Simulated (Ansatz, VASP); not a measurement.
MgI2: VASP beside Ansatz

```
Mg I
1.0
     4.20763    0.00000    0.00000
    -2.10382    3.64392    0.00000
     0.00000    0.00000    7.87390
Mg I
1 2
Cartesian
  0.0000 0.0000 0.0000
  0.0000 2.4293 6.2011
  2.1038 1.2146 1.6728
```

Alike in both runs: functional PBE; k mesh 6 × 6 × 4; occupations gaussian, width 0.02 eV; no spin polarisation.

Ansatz relaxed the structure, and its values are those at the end. VASP's run is a single point on that final structure, the one shown.

```csv
,VASP,Ansatz
version,VASP 6.6.1,Ansatz 0.2.0
potentials or method,"VASP PAW PBE potentials, release 64 (Mg, I), cutoff 520 eV","scalar-relativistic, plane waves, PAW"
valence electrons in the cell,16,44
```

Ansatz gave:

```
gap on the k mesh at the Fermi level (eV) : 3.63
least direct gap on the mesh (eV)         : 3.73
pressure (GPa)                            : 0.0
rms of the force components (eV/Å)        : 0.000
```

**Question.** What did VASP give for the same quantities?

**Answer.** gap on the k mesh at the Fermi level (eV): 3.61; least direct gap on the mesh (eV): 3.71; pressure (GPa): -0.1; rms of the force components (eV/Å): 0.005.

VASP's potentials hold 16 valence electrons a cell and Ansatz's 44, so a difference there can come from the potentials and not from the codes.

Neither program's run includes spin-orbit coupling.
